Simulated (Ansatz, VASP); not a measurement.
**One calculation of Te2Mo, two programs**

INCAR

```
  PREC = Accurate
  ENCUT = 520
  EDIFF = 1E-6
  ISMEAR = 0
  SIGMA = 0.05
  LREAL = False
  LASPH = True
  NELM = 150
  ALGO = Normal
  ISIF = 2
  LWAVE = False
  LCHARG = True
  ISPIN = 2
  MAGMOM = 2 0 0
  LORBIT = 11
  LMAXMIX = 4
  LDAU = True
  LDAUTYPE = 2
  LDAUL = 2 -1
  LDAUU = 2 0
  LDAUJ = 0 0
  LDAUPRINT = 1
  GGA = PE
  LELF = True
  LVHAR = True
  NBANDS = 24
```

KPOINTS

```
regular mesh
0
Gamma
  5 5 5
```

Contents of POSCAR:

```
Te2Mo
1.0
    2.0716729200      1.1960809200      6.2634474900
   -2.0716729200      1.1960809200      6.2634474900
    0.0000000000     -2.3921618400      6.2634474900
Mo Te
1 2
Direct
    0.0000000000      0.0000000000      0.0000000000
    0.2520000000      0.2520000000      0.2520000000
    0.7480000000      0.7480000000      0.7480000000
```

Input for Ansatz:

```yaml
crystal:
  lattice:
    - [2.07167292, 1.19608092, 6.26344749]
    - [-2.07167292, 1.19608092, 6.26344749]
    - [0.0, -2.39216184, 6.26344749]
  atoms:
    - { symbol: Mo, position: [0.0, 0.0, 0.0], spin: 2.0 }
    - { symbol: Te, position: [0.252, 0.252, 0.252] }
    - { symbol: Te, position: [0.748, 0.748, 0.748] }
basis:
  ecutwfc: 420
  ecutrho_ratio: 4
kpoints:
  mp_grid: { grid: [5, 5, 5] }
hamiltonian:
  xc: pbe
  hubbard: { sites: [{ site: 0, l: d, u_eff: 2.0 }] }
scf:
  occupations: { method: gaussian, width: 0.05 }
  lower_state_search: "off"
  max_iter: 150
output:
  forces: true
  stress: true
  eigenvalues: true
  populations: true
  hubbard: { sites: [{ site: 0, l: d }] }
magnetization:
  spin_polarized: true
```

Alike in both runs: task single point; functional PBE; k mesh 5 × 5 × 5; occupations gaussian, width 0.05 eV; collinear spin; Hubbard terms Mo d U = 2.0 eV.

|  | VASP | Ansatz |
| --- | --- | --- |
| version | VASP 6.6.1 | Ansatz 0.2.0 |
| potentials or method | VASP PAW PBE potentials, release 64 (Mo_sv, Te), cutoff 520 eV | scalar-relativistic, plane waves, PAW |
| valence electrons in the cell | 26 | 46 |

```tsv
	VASP	Ansatz	Ansatz less VASP
gap on the k mesh at the Fermi level (eV)	none	none	-
pressure (GPa)	-1.3	-1.2	+0.12
traceless stress, the component that is largest in VASP (GPa)	2.36	2.09	-0.269
rms of the force components (eV/Å)	0.029	0.041	+0.0121
net moment per atom (μB)	0.79	0.79	+0.005
size of the moment on the site where the two differ most (μB)	2.48	2.34	-0.137
```

Site moments also hang on the region over which each program counts them. The programs project onto different local orbitals, so the same U acts differently, and such runs can settle in different states. Atom by atom the forces differ by 0.012 eV/Å (rms over components). A gap of «none» marks a metal or a gap that the smearing closes. VASP's potentials hold 26 valence electrons a cell and Ansatz's 46, so a difference there can come from the potentials and not from the codes. Ansatz's warnings: filled band counts differ across k points.

Neither program's run includes spin-orbit coupling.
